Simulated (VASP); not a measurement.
Runs of VASP 6.6.1 on Cr. The structure is that of space group Fm-3m (No. 225), or close to it. The cells are those of the table. This isn't the form of Cr at room conditions, which is bcc.

```csv
cell,gap on the mesh (eV),pressure (GPa)
"a = 2.473 Å, angles 60.0°, 1 atom",none,12.4
"a = 2.507 Å, angles 60.0°, 1 atom",none,(a)
"a = 2.572 Å, angles 60.0°, 1 atom",none,-18.0
"a = 2.438 Å, angles 60.0°, 1 atom",none,27.4
```

Alike in all rows: task single point; level LDA; potentials or basis VASP PAW LDA potentials, release 64 (Cr_pv); no spin polarisation; k mesh 25 × 25 × 25; cutoff (eV) 520; smearing fermi-dirac 0.1 eV.

**Question.** Estimate the missing entries.

**Answer.** (a) 0.1.

Caveats: the run has no spin polarisation, though such a crystal can be magnetic; the cell stands under pressure (at least some runs); the cell stands under tension (at least some runs); an empty level that is flat over the whole mesh can mark a ghost state of the potentials, or a narrow d or f band (at least some runs).

A gap of «none» marks levels without a gap at the run's occupations.
